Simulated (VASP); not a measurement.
## CuO: single point with PBE

Crystal: CuO.

```xyz
8
Lattice="4.6791 -3.4805 0.0000 2.3396 1.7403 0.0000 -0.7652 0.0000 5.0608" Properties=species:S:1:pos:R:3 pbc="T T T"
Cu    1.1698    0.8701    0.0000
Cu    3.5093   -0.8701    0.0000
Cu    0.7872   -0.8701    2.5304
Cu    3.1267   -2.6104    2.5304
O     2.1482   -0.1660    1.2652
O     4.4878   -1.9063    1.2652
O     1.7656    0.1660    3.7956
O     4.1052   -1.5742    3.7956
```

```
Program                : VASP 6.6.1
Task                   : single point
Functional             : PBE
Potentials or basis    : VASP PAW PBE potentials, release 64 (Cu, O)
Cutoff                 : 520 eV
k mesh                 : 4 × 7 × 4
Occupations            : fermi-dirac, width 0.05 eV
Spin                   : collinear spin, zero start
Starting moments       : [0.0, 0.0, 0.0, 0.0, 0.0, 0.0, 0.0, 0.0] μB
Dipole correction      : no
Further INCAR settings : ALGO = Normal; EDIFF = 1e-06; NBANDS = 48
```

```
Pressure                                              : 7.6 GPa
Largest force                                         : 0.222 eV/Å
Band gap on the k mesh                                : zero (filled and empty bands overlap)
Net moment                                            : 0.00 μB per cell
Valence electrons inside the program's atomic spheres : Cu 9.93; O 4.97
```

Forces in eV/Å, atoms in the order of the input:
```
Cu   0.000  0.000  0.000
Cu   0.000  0.000  0.000
Cu   0.000  0.000  0.000
Cu   0.000  0.000  0.000
O    0.002 -0.222 -0.003
O    0.002 -0.222 -0.003
O   -0.002  0.222  0.003
O   -0.002  0.222  0.003
```

Stress tensor (GPa, compression positive):
```
5.23 0.02 2.55
0.02 8.59 0.01
2.55 0.01 8.88
```

Levels at points of the mesh, in eV from the Fermi level:
Spin up:
| k point | band 31 | band 32 | band 33 | band 34 | band 35 | band 36 | band 37 | band 38 |
| --- | --- | --- | --- | --- | --- | --- | --- | --- |
| (0.00, 0.00, 0.00) | -1.59 | -1.52 | 0.12 | 0.23 | 0.32 | 0.94 | 1.73 | 4.37 |
| (0.50, 0.00, 0.00) | -1.70 | -1.70 | -0.03 | -0.03 | 0.61 | 0.61 | 3.50 | 3.50 |
| (0.00, 0.00, 0.50) | -1.60 | -1.60 | -0.12 | 0.20 | 0.20 | 0.68 | 3.86 | 3.86 |
| (0.50, 0.00, 0.50) | -1.59 | -1.59 | -0.92 | -0.92 | 0.45 | 0.45 | 4.72 | 4.72 |
Spin down:
```tsv
k point	band 31	band 32	band 33	band 34	band 35	band 36	band 37	band 38
(0.00, 0.00, 0.00)	-1.59	-1.52	0.12	0.23	0.32	0.94	1.73	4.37
(0.50, 0.00, 0.00)	-1.70	-1.70	-0.03	-0.03	0.61	0.61	3.50	3.50
(0.00, 0.00, 0.50)	-1.60	-1.60	-0.12	0.20	0.20	0.68	3.86	3.86
(0.50, 0.00, 0.50)	-1.59	-1.59	-0.92	-0.92	0.45	0.45	4.72	4.72
```

Wall time 7.1 min on 1 thread of Intel(R) Xeon(R) Platinum 8259CL CPU @ 2.50GHz (Skylake/Cascade Lake) (shared host), peak memory 0.44 GiB.

Caveat: the cell stands under pressure; semilocal functionals often make such compounds metallic where correlation or magnetic order opens a gap, which also shifts bond lengths. With open d or f shells a metallic result of PBE can be an artefact of self-interaction; +U or a hybrid may open a gap.
